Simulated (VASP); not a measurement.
# PbSe (F-43m) in VASP: notebook, part 2 of 2

VASP 6.6.1. The steps go on from the part before.

### Step 4. Relaxation of cell and atoms, r2SCAN

The input, POSCAR:

```
PbSe
1.0
    0.0000000000      3.4487878618      3.4487878618
    3.4487878618      0.0000000000      3.4487878618
    3.4487878618      3.4487878618      0.0000000000
Pb Se
1 1
Direct
    0.0000000000      0.0000000000      0.0000000000
    0.2500000000      0.2500000000      0.2500000000
```

The input, INCAR.step1:

```
PREC = Accurate
ENCUT = 600
ISMEAR = -1
SIGMA = 0.02
LREAL = False
LASPH = True
NELM = 60
GGA = PE
ALGO = Normal
EDIFF = 1E-4
LWAVE = True
LCHARG = False
```

The input, INCAR.step2:

```
PREC = Accurate
ENCUT = 600
EDIFF = 1E-7
ISMEAR = -1
SIGMA = 0.02
LREAL = False
LASPH = True
NELM = 60
ALGO = Normal
ISIF = 3
LWAVE = False
LCHARG = False
METAGGA = R2SCAN
LMIXTAU = True
IBRION = 2
NSW = 80
EDIFFG = -0.005
ISTART = 1
```

The input, KPOINTS:

```
Automatic mesh
0
Gamma
  6 6 6
```

Potentials or basis: VASP PAW PBE potentials, release 64 (Pb_d, Se).

On the command line:

```sh
cat potpaw_PBE.64/Pb_d/POTCAR potpaw_PBE.64/Se/POTCAR > POTCAR
cp INCAR.step1 INCAR
mpirun -np 1 vasp_std > vasp.out
cp INCAR.step2 INCAR
mpirun -np 1 vasp_std > vasp.out
```

OUTCAR:

```text
PREC = Accurate
   ENCUT = 600
   EDIFF = 1E-7
   ISMEAR = -1
   LREAL = False
   LASPH = True
   NELM = 60
   ISIF = 3
   METAGGA = R2SCAN
   IBRION = 2
   NSW = 80
   EDIFFG = -0.005
   ISTART = 1

 ion  position               nearest neighbor table
   1  0.000  0.000  0.000-   2 2.99   2 2.99   2 2.99   2 2.99
   2  0.250  0.250  0.250-   1 2.99   1 2.99   1 2.99   1 2.99

  LATTYP: Found a face centered cubic cell.
 ALAT       =     6.8975757236

  Lattice vectors:

 A1 = (   0.0000000000,   3.4487878618,   3.4487878618)
 A2 = (   3.4487878618,   0.0000000000,   3.4487878618)
 A3 = (   3.4487878618,   3.4487878618,   0.0000000000)

Analysis of symmetry for initial positions (statically):
=====================================================================
 Subroutine PRICEL returns:
 Original cell was already a primitive cell.

 Routine SETGRP: Setting up the symmetry group for a
 face centered cubic supercell.

 Subroutine GETGRP returns: Found 24 space group operations
 (whereof 24 operations were pure point group operations)
 out of a pool of 48 trial point group operations.

The static configuration has the point symmetry T_d .

Analysis of symmetry for dynamics (positions and initial velocities):
=====================================================================
 Subroutine PRICEL returns:
 Original cell was already a primitive cell.

 Routine SETGRP: Setting up the symmetry group for a
 face centered cubic supercell.

 Subroutine GETGRP returns: Found 24 space group operations
 (whereof 24 operations were pure point group operations)
 out of a pool of 48 trial point group operations.

The dynamic configuration has the point symmetry T_d .

 Subroutine INISYM returns: Found 24 space group operations
 (whereof 24 operations are pure point group operations),
 and found     1 'primitive' translations

----------------------------------------------------------------------------------------

                                     Primitive cell

  volume of cell :      82.0407

[... 94 lines left out ...]
   ISMEAR =    -1;   SIGMA  =   0.02  broadening in eV -4-tet -1-fermi 0-gaus
   EFERMI_NEDOS =   21; number of points for ismear=-14 and -15
   IALGO  =     38    algorithm
   IMIX   =      4    mixing-type and parameters
     AMIX     =   0.40;   BMIX     =  1.00
     AMIX_MAG =   1.60;   BMIX_MAG =  1.00
  volume/ion in A,a.u.               =      41.02       276.82
  Fermi-wavevector in a.u.,A,eV,Ry     =   1.022685  1.932594 14.230111  1.045884
  Thomas-Fermi vector in A             =   2.156377
   LORBIT       =      0    0 simple, 1 ext, 2 COOP (PROOUT), +10 PAW based schemes
   METAGGA = R2SCAN    functional components
   LHFCALC =     F    Hartree Fock is set to
   AEXX    =    0.0000 exact exchange contribution
   IVDW    =     0    specifies the selected vdW correction
   LEPSILON=     F    determine dielectric tensor
   LRPA    =     F    only Hartree local field effects (RPA)
 conjugate gradient relaxation of ions
 non-spin polarized calculation
  energy-cutoff  :      600.00
  volume of cell :       82.04
 maximum number of plane-waves:      2764
   NGX = 19   NGY = 19   NGZ = 19

--------------------------------------- Ionic step        1  -------------------------------------------

 number of electron      20.0000002 magnetization

 Free energy of the ion-electron system (eV)
  ---------------------------------------------------
  ext. energy  EPLUGINS =         0.00000000
  ---------------------------------------------------
  free energy    TOTEN  =       -71.44518558 eV

  energy without entropy =      -71.44518558  energy(sigma->0) =      -71.44518558

------------------------ aborting loop because EDIFF is reached ----------------------------------------

  FORCE on cell =-STRESS in cart. coord.  units (eV):
  Direction    XX          YY          ZZ          XY          YZ          ZX
  --------------------------------------------------------------------------------------
  -------------------------------------------------------------------------------------
  Total       -0.3600326     -0.3600326     -0.3600326      0.0000000     -0.0000000      0.0000000
  in kB       -7.0310944     -7.0310944     -7.0310944      0.0000000     -0.0000000      0.0000000
  external PRESSURE =      -7.0310944 kB  Pullay stress =       0.0000000 kB
[... 59 lines left out ...]
--------------------------------------- Ionic step        3  -------------------------------------------

 number of electron      20.0000002 magnetization

 Free energy of the ion-electron system (eV)
  ---------------------------------------------------
  ext. energy  EPLUGINS =         0.00000000
  ---------------------------------------------------
  free energy    TOTEN  =       -71.44914714 eV

  energy without entropy =      -71.44914714  energy(sigma->0) =      -71.44914714

 E-fermi :   2.5222     XC(G=0):  -8.2452

 val. band max:        2.0158513545   @ k =  -0.3333   0.5000   0.1667
 cond. band min:       2.9449568377   @ k =   0.5000   0.5000   0.0000
 fundamental gap:      0.9291054832
 Fermi energy:         2.5221594604

 k-point     1 :       0.0000    0.0000    0.0000
  band No.  band energies     occupation
      1     -15.2586      2.00000
      2     -15.2586      2.00000
      3     -15.2586      2.00000
      4     -15.2227      2.00000
      5     -15.2227      2.00000
      6     -11.1660      2.00000
      7      -4.3184      2.00000
      8       0.4096      2.00000
      9       0.4096      2.00000
     10       0.4096      2.00000
     11       4.4965      0.00000
     12       4.4965      0.00000
     13       4.4965      0.00000
     14       6.9982      0.00000
[... 282 lines left out ...]
  FREE ENERGIE OF THE ION-ELECTRON SYSTEM (eV)
  ---------------------------------------------------
  free  energy   TOTEN  =       -71.4491471404 eV

  energy  without entropy=      -71.4491471404  energy(sigma->0) =      -71.44914714

 reached required accuracy - stopping structural energy minimisation
```

OSZICAR.step1:

```text
N       E                     dE             d eps       ncg     rms          rms(c)
DAV:   1     0.160946953730E+03    0.16095E+03   -0.97352E+03   448   0.145E+03
DAV:   2     0.670461394934E+01   -0.15424E+03   -0.15096E+03   460   0.341E+02
DAV:   3    -0.788789102786E+01   -0.14593E+02   -0.14343E+02   586   0.110E+02
DAV:   4    -0.829293618968E+01   -0.40505E+00   -0.40484E+00   486   0.235E+01
DAV:   5    -0.830706418405E+01   -0.14128E-01   -0.14128E-01   648   0.417E+00    0.302E+00
DAV:   6    -0.783772049184E+01    0.46934E+00   -0.13771E+00   664   0.788E+00    0.170E+00
DAV:   7    -0.783256712419E+01    0.51534E-02   -0.16215E-01   478   0.204E+00    0.887E-01
DAV:   8    -0.783817181625E+01   -0.56047E-02   -0.17394E-02   466   0.169E+00    0.134E-01
DAV:   9    -0.783859056261E+01   -0.41875E-03   -0.48097E-03   632   0.633E-01    0.106E-01
DAV:  10    -0.783902677366E+01   -0.43621E-03   -0.65112E-04   484   0.225E-01    0.371E-02
DAV:  11    -0.783911745451E+01   -0.90681E-04   -0.22191E-04   458   0.133E-01
   1 F= -.78391175E+01 E0= -.78391175E+01  d E =-.117609E-09
```

Wall time 2.6 min (1 thread of AMD EPYC 9R45 (Zen 5), shared host); peak memory 0.24 GiB.

What came out:

```
Free energy                           : -71.4491 eV
Relaxed volume                        : 40.14 Å³/atom
Relaxed cell                          : a = 4.842 Å, b = 4.842 Å, c = 4.842 Å, α = 60.00°, β = 60.00°, γ = 60.00°
Space group after relaxing (to 0.1 Å) : F-43m (No. 216)
Energy gained by relaxing             : 2.0 meV/atom
Ionic steps                           : 3
Pressure after relaxing               : 0.0 GPa
Band gap on the k mesh                : 0.93 eV (least direct gap 1.34 eV)
```

The path:
| step | energy change (eV) | largest force (eV/Å) | pressure (GPa) | volume (Å³) |
| --- | --- | --- | --- | --- |
| 1 | 0.0000 | 0.0000 | -0.70 | 82.04 |
| 2 | -0.0038 | 0.0000 | 0.15 | 79.92 |
| 3 | -0.0040 | 0.0000 | 0.00 | 80.28 |

Final structure:
```
CELL_PARAMETERS angstrom
0.00000 3.42387 3.42387
3.42387 0.00000 3.42387
3.42387 3.42387 0.00000
ATOMIC_POSITIONS crystal
Pb 0.00000 0.00000 0.00000
Se 0.25000 0.25000 0.25000
```

Caveat: the structure was generated, so it needn't be the stable form of PbSe; the PAW data sets were made with another functional, which shifts forces and pressure a little; spin-orbit coupling is left out, which moves the levels of the heavy elements. A k mesh can miss the band edges.

### Step 5. Single point, PBE, non-collinear spin, zero start, spin-orbit coupling

This run uses another cell than the first one, of 40.11 Å³/atom.

The input, INCAR:

```
ALGO = Normal ; EDIFF = 1E-6
ENCUT = 520 ; GGA = PE
GGA_COMPAT = False ; ISIF = 2
ISMEAR = -1 ; LASPH = True
LCHARG = False ; LORBIT = 11
LORBMOM = True ; LREAL = False
LSORBIT = True ; LWAVE = False
MAGMOM = 0 0 0 0 0 0 ; NBANDS = 32
NELM = 150 ; PREC = Accurate
SIGMA = 0.02
```

The input, KPOINTS:

```
k-points
0
Gamma
  6 6 6
```

The input, POSCAR:

```
PbSe
1.0
    0.0000000000      3.4232041378      3.4232041378
    3.4232041378      0.0000000000      3.4232041378
    3.4232041378      3.4232041378      0.0000000000
Pb Se
1 1
Direct
    0.0000000000      0.0000000000      0.0000000000
    0.2500000000      0.2500000000      0.2500000000
```

Potentials or basis: VASP PAW PBE potentials, release 64 (Pb_d, Se).

On the command line:

```sh
cat potpaw_PBE.64/Pb_d/POTCAR potpaw_PBE.64/Se/POTCAR > POTCAR
mpirun -np 1 vasp_ncl > vasp.out
```

OUTCAR:

```text
EDIFF = 1E-6
   ENCUT = 520
   GGA = PE
   ISIF = 2
   ISMEAR = -1
   LASPH = True
   LORBIT = 11
   LREAL = False
   LSORBIT = True
   NELM = 150
   PREC = Accurate

 ion  position               nearest neighbor table
   1  0.000  0.000  0.000-   2 2.96   2 2.96   2 2.96   2 2.96
   2  0.250  0.250  0.250-   1 2.96   1 2.96   1 2.96   1 2.96

  LATTYP: Found a face centered cubic cell.
 ALAT       =     6.8464082756

  Lattice vectors:

 A1 = (   0.0000000000,   3.4232041378,   3.4232041378)
 A2 = (   3.4232041378,   0.0000000000,   3.4232041378)
[... 1056 lines left out ...]
     0.0000059     0.0000059     0.0000031     0.0000000     0.0000010
     0.0000041     0.0000010     0.0000000     0.0000010     0.0000000
 l=   3
     0.0000000     0.0000000     0.0000000     0.0000000     0.0000000     0.0000000     0.0000000
     0.0000000     0.0000000     0.0000000     0.0000000     0.0000000     0.0000000     0.0000000
     0.0000000     0.0000000     0.0000000     0.0000000     0.0000000     0.0000000     0.0000000
     0.0000000     0.0000000     0.0000000     0.0000000     0.0000000     0.0000000     0.0000000
     0.0000000     0.0000000     0.0000000     0.0000000     0.0000000     0.0000000     0.0000000
     0.0000000     0.0000000     0.0000000     0.0000000     0.0000000     0.0000000     0.0000000
     0.0000000     0.0000000     0.0000000     0.0000000     0.0000000     0.0000000     0.0000000

 total charge

# of ion       s       p       d       tot
------------------------------------------
    1        1.473   0.577   9.826  11.877
    2        1.475   2.312   0.012   3.800
--------------------------------------------------
tot          2.948   2.889   9.839  15.676

 magnetization (x)

# of ion       s       p       d       tot
------------------------------------------
    1        0.000   0.000   0.000   0.000
    2       -0.000   0.000   0.000  -0.000
--------------------------------------------------
tot          0.000   0.000   0.000   0.000

 magnetization (y)

# of ion       s       p       d       tot
------------------------------------------
    1        0.000   0.000   0.000   0.000
    2       -0.000   0.000   0.000  -0.000
--------------------------------------------------
tot          0.000   0.000   0.000   0.000

 magnetization (z)

# of ion       s       p       d       tot
------------------------------------------
    1        0.000   0.000   0.000   0.000
    2       -0.000   0.000  -0.000  -0.000
--------------------------------------------------
tot         -0.000   0.000  -0.000   0.000
```

OSZICAR:

```text
N       E                     dE             d eps       ncg     rms          rms(c)
DAV:   1     0.198123412749E+03    0.19812E+03   -0.87481E+03  1408   0.118E+03
DAV:   2     0.133938838192E+02   -0.18473E+03   -0.17666E+03  1464   0.334E+02
DAV:   3    -0.764666984835E+01   -0.21041E+02   -0.20550E+02  1848   0.131E+02
DAV:   4    -0.862563039405E+01   -0.97896E+00   -0.97715E+00  1616   0.326E+01
DAV:   5    -0.866809034346E+01   -0.42460E-01   -0.42457E-01  2112   0.677E+00    0.295E+00
DAV:   6    -0.827602647016E+01    0.39206E+00   -0.78576E-01  1992   0.683E+00    0.152E+00
DAV:   7    -0.827733702421E+01   -0.13106E-02   -0.16719E-01  1536   0.202E+00    0.100E+00
DAV:   8    -0.828249088567E+01   -0.51539E-02   -0.20033E-02  1840   0.171E+00    0.492E-01
DAV:   9    -0.828277536841E+01   -0.28448E-03   -0.24251E-03  1584   0.384E-01    0.220E-01
DAV:  10    -0.828241133902E+01    0.36403E-03   -0.24171E-03  2048   0.523E-01    0.666E-02
DAV:  11    -0.828286982039E+01   -0.45848E-03   -0.60159E-04  1528   0.141E-01    0.160E-02
DAV:  12    -0.828291375594E+01   -0.43936E-04   -0.78403E-05  1736   0.554E-02    0.817E-03
DAV:  13    -0.828291950500E+01   -0.57491E-05   -0.96444E-06  1600   0.326E-02    0.284E-03
DAV:  14    -0.828292165041E+01   -0.21454E-05   -0.30601E-06  1416   0.108E-02    0.332E-03
DAV:  15    -0.828292185528E+01   -0.20487E-06   -0.28661E-07  1288   0.653E-03
   1 F= -.82829219E+01 E0= -.82829219E+01  d E =-.497114E-08  mag=     0.0000    -0.0000    -0.0000
```

stdout:

```text
POSCAR found type information on POSCAR PbSe
 POSCAR found :  2 types and       2 ions
 scaLAPACK will be used
 LDA part: xc-table for (Slater+PW92), standard interpolation
 POSCAR, INCAR and KPOINTS ok, starting setup
 FFT: planning ... GRIDC
 FFT: planning ... GRID_SOFT
 FFT: planning ... GRID
 WAVECAR not read
 entering main loop
```

It took 64 s on 1 thread of AMD EPYC 9R45 (Zen 5), shared host; peak memory 0.39 GiB.

What came out:

```
Free energy                                           : -8.2829 eV
Pressure                                              : 0.7 GPa
Net moment                                            : 0.00 μB per cell
Valence electrons inside the program's atomic spheres : Pb 11.88; Se 3.80
```

Moments on the atoms (μB; x, y, z):
```
Pb  0.00 0.00 0.00
Se  0.00 0.00 0.00
```

Caveat: the structure was generated, so it needn't be the stable form of PbSe.

### Step 6. The runs side by side

| task | level | potentials or basis | spin | cell | cutoff (eV) | gap on the mesh (eV) | pressure (GPa) | relaxed volume (Å³/atom) |
| --- | --- | --- | --- | --- | --- | --- | --- | --- |
| relaxation of cell and atoms | PBEsol | VASP PAW PBE potentials, release 64 (Pb_d, Se) | off | relaxed from a = 4.877 Å, angles 60.0°, 2 atoms | 600 | 0.62 | 0.0 | 39.06 |
| relaxation of cell and atoms | LDA | VASP PAW LDA potentials, release 64 (Pb_d, Se) | off | relaxed from a = 4.877 Å, angles 60.0°, 2 atoms | 600 | 0.46 | 0.0 | 37.86 |
| relaxation of cell and atoms | r2SCAN | VASP PAW PBE potentials, release 64 (Pb_d, Se) | off | relaxed from a = 4.877 Å, angles 60.0°, 2 atoms | 600 | 0.93 | 0.0 | 40.14 |
| single point | PBE | VASP PAW PBE potentials, release 64 (Pb_d, Se) | non-collinear, zero start, SOC | a = 4.841 Å, angles 60.0°, 2 atoms | 520 | - | 0.7 | - |

Alike in all rows: k mesh 6 × 6 × 6; smearing fermi-dirac 0.02 eV.

Caveats: the structure was generated, so it needn't be the stable form of PbSe; spin-orbit coupling is left out, which moves the levels of the heavy elements (at least some runs); the PAW data sets were made with another functional, which shifts forces and pressure a little (at least some runs).

Total energies depend on the potentials used, so only differences within one code and one set of settings carry meaning.
